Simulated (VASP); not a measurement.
# AlRu (P4/mmm) in VASP: notebook

The runs below take AlRu through single point, with PBEsol.

Program: VASP 6.6.1. These are calculated values, not measurements. Logs are shortened: lines on timing, memory, paths and dates and some standing lists are left out, and cuts for length are marked.

### 1 The cell of the first run

The structure is tetragonal, space group P4/mmm (No. 123). Conventional cell: a = 2.992 Å, b = 2.992 Å, c = 2.932 Å, α = 90.00°, β = 90.00°, γ = 90.00°. Al (site symmetry 4/mmm) has 8 Ru at 2.57 Å and 6 Al at 2.93 to 2.99 Å within 3.4 Å. Ru (site symmetry 4/mmm) has 8 Al at 2.57 Å and 6 Ru at 2.93 to 2.99 Å within 3.4 Å.

### 2 Single point, PBEsol (strain -0.0200 x Voigt [0, 0, 1, 0, 0, 0])

The input, INCAR:

```
SYSTEM = AlRu
  PREC = Accurate
  ENCUT = 520
  EDIFF = 1E-6
  ISMEAR = 0
  SIGMA = 0.15
  LREAL = .False.
  LASPH = .True.
  NELM = 80
  ALGO = Fast
  ISIF = 2
  LWAVE = .False.
  LCHARG = .False.
  GGA = PS
  NBANDS = 16
```

The input, KPOINTS:

```
Automatic mesh
0
Gamma
  16 16 16
  0 0 0
```

The input, POSCAR:

```
AlRu
1.0
    2.9916000000      0.0000000000      0.0000000000
    0.0000000000      2.9916000000      0.0000000000
    0.0000000000      0.0000000000      2.9317680000
Al Ru
1 1
Direct
    0.0000000000      0.0000000000      0.0000000000
    0.5000000000      0.5000000000      0.5000000000
```

Potentials or basis: VASP PAW PBE potentials, release 64 (Al, Ru_pv).

Launch:

```bash
cat potpaw_PBE.64/Al/POTCAR potpaw_PBE.64/Ru_pv/POTCAR > POTCAR
mpirun -np 1 vasp_std > vasp.out
```

OUTCAR:

```text
SYSTEM = AlRu
   PREC = Accurate
   ENCUT = 520
   EDIFF = 1E-6
   ISMEAR = 0
   LREAL = .False.
   LASPH = .True.
   NELM = 80
   ISIF = 2
   GGA = PS

 ion  position               nearest neighbor table
   1  0.000  0.000  0.000-   2 2.57   2 2.57   2 2.57   2 2.57   2 2.57   2 2.57   2 2.57   2 2.57

   2  0.500  0.500  0.500-   1 2.57   1 2.57   1 2.57   1 2.57   1 2.57   1 2.57   1 2.57   1 2.57

  LATTYP: Found a simple tetragonal cell.
 ALAT       =     2.9916000000
 C/A-ratio  =     0.9800000000

  Lattice vectors:

 A1 = (   2.9916000000,   0.0000000000,   0.0000000000)
 A2 = (   0.0000000000,   2.9916000000,   0.0000000000)
 A3 = (   0.0000000000,   0.0000000000,   2.9317680000)

Analysis of symmetry for initial positions (statically):
=====================================================================
 Subroutine PRICEL returns:
 Original cell was already a primitive cell.

 Routine SETGRP: Setting up the symmetry group for a
 simple tetragonal supercell.

 Subroutine GETGRP returns: Found 16 space group operations
 (whereof 16 operations were pure point group operations)
 out of a pool of 16 trial point group operations.

The static configuration has the point symmetry D_4h.

Analysis of symmetry for dynamics (positions and initial velocities):
=====================================================================
 Subroutine PRICEL returns:
 Original cell was already a primitive cell.

 Routine SETGRP: Setting up the symmetry group for a
 simple tetragonal supercell.

 Subroutine GETGRP returns: Found 16 space group operations
 (whereof 16 operations were pure point group operations)
 out of a pool of 16 trial point group operations.

The dynamic configuration has the point symmetry D_4h.

 Subroutine INISYM returns: Found 16 space group operations
 (whereof 16 operations are pure point group operations),
 and found     1 'primitive' translations

----------------------------------------------------------------------------------------

                                     Primitive cell

  volume of cell :      26.2384

  direct lattice vectors                    reciprocal lattice vectors
     2.991600000  0.000000000  0.000000000     0.334269287  0.000000000  0.000000000
     0.000000000  2.991600000  0.000000000     0.000000000  0.334269287  0.000000000
     0.000000000  0.000000000  2.931768000     0.000000000  0.000000000  0.341091110

  length of vectors
     2.991600000  2.991600000  2.931768000     0.334269287  0.334269287  0.341091110

  position of ions in fractional coordinates (direct lattice)
     0.000000000  0.000000000  0.000000000
     0.500000000  0.500000000  0.500000000

  ion indices of the primitive-cell ions
   primitive index   ion index
                 1           1
                 2           2

----------------------------------------------------------------------------------------

 KPOINTS: Automatic mesh

Automatic generation of k-mesh.
 Grid dimensions read from file:
 generate k-points for:   16   16   16

 Generating k-lattice:

  Cartesian coordinates                     Fractional coordinates (reciprocal lattice)
     0.020891830  0.000000000  0.000000000     0.062500000  0.000000000  0.000000000
     0.000000000  0.020891830  0.000000000     0.000000000  0.062500000  0.000000000
     0.000000000  0.000000000  0.021318194     0.000000000  0.000000000  0.062500000

  Length of vectors
     0.020891830  0.020891830  0.021318194

  Shift w.r.t. Gamma in fractional coordinates (k-lattice)
     0.000000000  0.000000000  0.000000000

 Subroutine IBZKPT returns following result:
 ===========================================

 Found    405 irreducible k-points:

 Following reciprocal coordinates:
            Coordinates               Weight
  0.000000  0.000000  0.000000      1.000000
  0.062500  0.000000  0.000000      4.000000
  0.125000  0.000000  0.000000      4.000000
  0.187500  0.000000  0.000000      4.000000
  0.250000  0.000000  0.000000      4.000000
  0.312500  0.000000  0.000000      4.000000
[... 16 lines left out ...]
  0.437500  0.125000  0.000000      8.000000
  0.500000  0.125000  0.000000      4.000000
 [... further k-points ...]
   k-points           NKPTS =    405   k-points in BZ     NKDIM =    405   number of bands    NBANDS=     16
   number of dos      NEDOS =    301   number of ions     NIONS =      2
   total plane-waves  NPLWV =  13824
   dimension x,y,z NGX =    24 NGY =   24 NGZ =   24
   dimension x,y,z NGXF=    48 NGYF=   48 NGZF=   48
   ions per type =               1   1
   NGX,Y,Z   is equivalent  to a cutoff of  13.34, 13.34, 13.61 a.u.
   NGXF,Y,Z  is equivalent  to a cutoff of  26.67, 26.67, 27.22 a.u.
 SYSTEM =  AlRu
   PREC   = accura    normal or accurate (medium, high low for compatibility)
   ISTART =      0    job   : 0-new  1-cont  2-samecut
   ICHARG =      2    charge: 1-file 2-atom 10-const
   ISPIN  =      1    spin polarized calculation?
   LNONCOLLINEAR =      F non collinear calculations
   LSORBIT =      F    spin-orbit coupling
   LASPH  =      T    aspherical Exc in radial PAW
   ENCUT  =  520.0 eV  38.22 Ry    6.18 a.u.   5.56  5.56  5.45*2*pi/ulx,y,z
   NELM   =     80;   NELMIN=  2; NELMDL= -5     # of ELM steps
   EDIFF  = 0.1E-05   stopping-criterion for ELM
   LREAL  =      F    real-space projection
   EDIFFG = 0.1E-04   stopping-criterion for IOM
   NSW    =      0    number of steps for IOM
   IBRION =     -1    ionic relax: 0-MD 1-quasi-New 2-CG
   NFREE  =      0    steps in history (QN), initial steepest desc. (CG)
   ISIF   =      2    stress and relaxation
   ISYM   =      2    0-nonsym 1-usesym 2-fastsym
   POTIM  = 0.5000    time-step for ionic-motion
   TEBEG  =    0.0;   TEEND  =   0.0 temperature during run
   PSTRESS=    0.0 pullay stress
   NELECT =      17.0000    total number of electrons
   NUPDOWN=      -1.0000    fix difference up-down
   EMIN   =  10.00;   EMAX   =-10.00  energy-range for DOS
   EFERMI =   0.00;   METHOD = LEGACY
   ISMEAR =     0;   SIGMA  =   0.15  broadening in eV -4-tet -1-fermi 0-gaus
   EFERMI_NEDOS =   21; number of points for ismear=-14 and -15
   IALGO  =     68    algorithm
   IMIX   =      4    mixing-type and parameters
     AMIX     =   0.40;   BMIX     =  1.00
     AMIX_MAG =   1.60;   BMIX_MAG =  1.00
  volume/ion in A,a.u.               =      13.12        88.53
  Fermi-wavevector in a.u.,A,eV,Ry     =   1.416595  2.676976 27.303360  2.006740
  Thomas-Fermi vector in A             =   2.537913
   LORBIT       =      0    0 simple, 1 ext, 2 COOP (PROOUT), +10 PAW based schemes
   GGA     = PS    functional components
   LHFCALC =     F    Hartree Fock is set to
   AEXX    =    0.0000 exact exchange contribution
   IVDW    =     0    specifies the selected vdW correction
   LEPSILON=     F    determine dielectric tensor
   LRPA    =     F    only Hartree local field effects (RPA)
 non-spin polarized calculation
 RMM-DIIS sequential band-by-band and
 Gauss-broadening in eV      SIGMA  =   0.15
  energy-cutoff  :      520.00
  volume of cell :       26.24
 maximum number of plane-waves:       731
 NGX is ok and might be reduce to    24
   NGX = 11   NGY = 11   NGZ = 11

 number of electron      16.9999998 magnetization

 Free energy of the ion-electron system (eV)
  ---------------------------------------------------
  ext. energy  EPLUGINS =         0.00000000
  ---------------------------------------------------
  free energy    TOTEN  =       -15.52239314 eV

  energy without entropy =      -15.50389633  energy(sigma->0) =      -15.51314473

 E-fermi :  10.9053     XC(G=0): -12.7912

 val. band max:       10.9022139774   @ k =   0.3750   0.2500   0.4375
 cond. band min:      10.9071611112   @ k =   0.1250   0.0625   0.5000
 fundamental gap:      0.0049471339
 Fermi energy:        10.9053081722

 k-point     1 :       0.0000    0.0000    0.0000
  band No.  band energies     occupation
      1     -30.8387      2.00000
      2     -30.8387      2.00000
      3     -30.8131      2.00000
      4       1.0810      2.00000
      5       7.1766      2.00000
      6       7.1837      2.00000
[... 8 lines left out ...]
     15      22.8857      0.00000
     16      26.3648      0.00000

 k-point     2 :       0.0625    0.0000    0.0000
  band No.  band energies     occupation
      1     -30.8470      2.00000
      2     -30.8381      2.00000
      3     -30.8124      2.00000
      4       1.1568      2.00000
      5       7.2032      2.00000
      6       7.2090      2.00000
[... 8 lines left out ...]
     15      22.8860      0.00000
     16      26.5786      0.00000

 k-point     3 :       0.1250    0.0000    0.0000
  band No.  band energies     occupation
      1     -30.8704      2.00000
      2     -30.8361      2.00000
      3     -30.8105      2.00000
      4       1.3814      2.00000
      5       7.2652      2.00000
      6       7.2846      2.00000
[... 8 lines left out ...]
     15      22.9556      0.00000
     16      27.2588      0.00000

 k-point     4 :       0.1875    0.0000    0.0000
  band No.  band energies     occupation
      1     -30.9052      2.00000
      2     -30.8331      2.00000
      3     -30.8076      2.00000
      4       1.7468      2.00000
      5       7.3117      2.00000
      6       7.4030      2.00000
[... 8 lines left out ...]
     15      23.5138      0.00000
     16      28.4304      0.00000
[... 324 lines left out ...]
 k-point    22 :       0.3750    0.1250    0.0000
  band No.  band energies     occupation
      1     -31.0173      2.00000
      2     -30.8537      2.00000
      3     -30.7953      2.00000
      4       3.7573      2.00000
      5       6.5995      2.00000
      6       7.9771      2.00000
[... 8 lines left out ...]
     15      25.4428      0.00000
     16      25.6652      0.00000

 k-point    23 :       0.4375    0.1250    0.0000
  band No.  band energies     occupation
      1     -31.0400      2.00000
      2     -30.8516      2.00000
      3     -30.7934      2.00000
      4       4.4807      2.00000
      5       5.9533      2.00000
      6       8.0901      2.00000
[... 8 lines left out ...]
     15      23.0769      0.00000
     16      24.4582      0.00000

 k-point    24 :       0.5000    0.1250    0.0000
  band No.  band energies     occupation
      1     -31.0480      2.00000
      2     -30.8508      2.00000
      3     -30.7927      2.00000
      4       5.2225      2.00000
      5       5.2323      2.00000
      6       8.1334      2.00000
[... 8 lines left out ...]
     15      23.0837      0.00000
     16      23.7719      0.00000

 [... further k-points ...]

------------------------ aborting loop because EDIFF is reached ----------------------------------------

  FORCE on cell =-STRESS in cart. coord.  units (eV):
  Direction    XX          YY          ZZ          XY          YZ          ZX
  --------------------------------------------------------------------------------------
  -------------------------------------------------------------------------------------
  Total       -0.0121884     -0.0121884      0.5948346      0.0000000      0.0000000      0.0000000
  in kB       -0.7442518     -0.7442518     36.3220362      0.0000000      0.0000000      0.0000000
  external PRESSURE =      11.6111775 kB  Pullay stress =       0.0000000 kB

 VOLUME and BASIS-vectors are now :
 -----------------------------------------------------------------------------
  energy-cutoff  :      520.00
  volume of cell :       26.24
      direct lattice vectors                 reciprocal lattice vectors
     2.991600000  0.000000000  0.000000000     0.334269287  0.000000000  0.000000000
     0.000000000  2.991600000  0.000000000     0.000000000  0.334269287  0.000000000
     0.000000000  0.000000000  2.931768000     0.000000000  0.000000000  0.341091110

 POSITION                                       TOTAL-FORCE (eV/Angst)
 -----------------------------------------------------------------------------------
      0.00000      0.00000      0.00000         0.000000      0.000000      0.000000
      1.49580      1.49580      1.46588         0.000000      0.000000      0.000000
 -----------------------------------------------------------------------------------
    total drift:                                0.000000     -0.000000     -0.000000

  FREE ENERGIE OF THE ION-ELECTRON SYSTEM (eV)
  ---------------------------------------------------
  free  energy   TOTEN  =       -15.5223931392 eV

  energy  without entropy=      -15.5038963266  energy(sigma->0) =      -15.51314473
```

Run time: 39 s. Hardware: 1 thread of Intel Xeon 6975P-C (Granite Rapids), shared host; peak memory 0.27 GiB.

Results:

- Free energy: -15.5224 eV
- Pressure: 1.2 GPa

Stress tensor (GPa, compression positive):
```
-0.07  0.00  0.00
 0.00 -0.07  0.00
 0.00  0.00  3.63
```

Levels at points of the mesh, in eV from the Fermi level:
| k point | band 7 | band 8 | band 9 | band 10 | band 11 | band 12 |
| --- | --- | --- | --- | --- | --- | --- |
| (0.00, 0.00, 0.00) | 0.09 | 0.23 | 0.23 | 5.94 | 5.94 | 6.57 |
| (0.50, 0.00, 0.00) | -1.74 | -1.50 | 0.47 | 2.22 | 7.42 | 10.90 |
| (0.50, 0.50, 0.00) | -1.48 | -1.09 | -1.09 | 1.47 | 5.20 | 6.38 |
| (0.00, 0.00, 0.50) | -1.75 | -1.75 | 0.38 | 2.58 | 7.40 | 10.91 |
| (0.50, 0.00, 0.50) | -1.32 | -1.29 | -1.25 | 1.60 | 5.50 | 6.51 |
| (0.50, 0.50, 0.50) | 1.58 | 1.73 | 2.71 | 4.08 | 4.08 | 4.22 |

Caveat: the cell differs from its parent crystal (strain -0.0200 x Voigt [0, 0, 1, 0, 0, 0]); the PAW data sets were made with another functional, which shifts forces and pressure a little.

### 3 Single point, PBEsol (strain -0.0100 x Voigt [0, 0, 1, 0, 0, 0])

The input, INCAR:

```
  PREC = Accurate
  ENCUT = 520
  EDIFF = 1E-6
  ISMEAR = 0
  SIGMA = 0.15
  LREAL = False
  LASPH = True
  NELM = 80
  ALGO = Fast
  ISIF = 2
  LWAVE = False
  LCHARG = False
  GGA = PS
  NBANDS = 16
```

The input, KPOINTS:

```
Automatic mesh
0
Gamma
  16 16 16
```

POSCAR: that of step 2 with these lines changed.

```diff
@@ -4,3 +4,3 @@
     0.0000000000      2.9916000000      0.0000000000
-    0.0000000000      0.0000000000      2.9317680000
+    0.0000000000      0.0000000000      2.9616840000
 Al Ru
```

Potentials or basis: VASP PAW PBE potentials, release 64 (Al, Ru_pv).

Launch:

```bash
cat potpaw_PBE.64/Al/POTCAR potpaw_PBE.64/Ru_pv/POTCAR > POTCAR
mpirun -np 1 vasp_std > vasp.out
```

It took 39 s on 1 thread of Intel Xeon 6975P-C (Granite Rapids), shared host; peak memory 0.27 GiB.

It converged, with:

```
Free energy : -15.5257 eV
Pressure    : -1.1 GPa
```

Stress tensor (GPa, compression positive):
```
-1.69  0.00  0.00
 0.00 -1.69  0.00
 0.00  0.00  0.09
```

Levels at points of the mesh, in eV from the Fermi level:
```csv
k point,band 5,band 6,band 7,band 8,band 9,band 10,band 11,band 12,band 13,band 14
"(0.00, 0.00, 0.00)",-3.67,-3.66,0.13,0.20,0.20,6.00,6.00,6.31,11.01,11.06
"(0.50, 0.00, 0.00)",-5.55,-2.87,-1.67,-1.56,0.45,2.24,7.43,10.94,11.21,12.79
"(0.50, 0.50, 0.00)",-3.18,-1.43,-1.43,-1.14,-1.14,1.49,5.23,6.32,10.82,12.00
"(0.00, 0.00, 0.50)",-5.44,-2.83,-1.68,-1.68,0.41,2.42,7.42,10.95,10.95,12.85
"(0.50, 0.00, 0.50)",-3.14,-1.41,-1.34,-1.25,-1.21,1.56,5.37,6.39,10.58,12.00
"(0.50, 0.50, 0.50)",-4.71,-4.69,1.59,1.67,2.65,4.08,4.08,4.15,8.56,8.70
```

Caveat: the cell differs from its parent crystal (strain -0.0100 x Voigt [0, 0, 1, 0, 0, 0]); the PAW data sets were made with another functional, which shifts forces and pressure a little.

(Part 1 of 2 ends here.)
